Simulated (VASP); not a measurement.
Wanted: the native input for a VASP 6.6.1 run.

| Quantity | Value |
| --- | --- |
| Task | single point |
| Functional | PBE |
| Potentials or basis | VASP PAW PBE potentials, release 64 (Li_sv, F) |
| Cutoff | 520 eV |
| k mesh | 9 × 9 × 6 |
| Occupations | gaussian, width 0.05 eV |
| Spin | no spin polarisation |
| Dipole correction | no |
| Further INCAR settings | ALGO = Normal; EDIFF = 1e-06; NBANDS = 18 |

The structure of LiF lies in POSCAR:

```
LiF
1.0
    3.2140071864      0.0000000000      0.0000000000
   -1.6070035932      2.7834118714      0.0000000000
    0.0000000000      0.0000000000      4.6368481678
Li F
2 2
Direct
    0.3333333333      0.6666666667      0.3402706354
    0.6666666667      0.3333333333      0.8402706354
    0.3333333333      0.6666666667      0.9939266766
    0.6666666667      0.3333333333      0.4939266766
```

This cell differs from its parent crystal: c/a of the conventional cell at fixed volume 1.4427.

The input as run:

INCAR

```
SYSTEM = LiF
ALGO     = Normal         ! electronic algorithm
EDIFF    = 1E-6           ! SCF threshold, eV
ENCUT    = 520            ! plane-wave cutoff, eV
GGA      = PE             ! functional
ISIF     = 2              ! what is computed and relaxed
ISMEAR   = 0              ! smearing method
LASPH    = .True.         ! aspherical terms in the spheres
LCHARG   = .False.        ! write CHGCAR
LREAL    = .False.        ! projectors in reciprocal space
LWAVE    = .False.        ! write WAVECAR
NBANDS   = 18             ! bands
NELM     = 60             ! most SCF steps
PREC     = Accurate       ! precision mode
SIGMA    = 0.05           ! smearing width, eV
```

KPOINTS

```
k-points
0
Gamma
  9 9 6
  0 0 0
```

Potentials or basis: VASP PAW PBE potentials, release 64 (Li_sv, F).

Command:

```console
$ cat potpaw_PBE.64/Li_sv/POTCAR potpaw_PBE.64/F/POTCAR > POTCAR
$ mpirun -np 1 vasp_std > vasp.out
```

It gave:

The largest force is 2.006 eV/Å. The band gap on the k mesh is 7.60 eV, direct.

Caveat: forces of over 1 eV/Å act on the atoms, so gaps and moduli don't describe the material at rest.

It took 27 s on 1 thread of AMD EPYC 7R13 Processor (Zen 3), with other jobs on the host, peak memory 0.13 GiB.
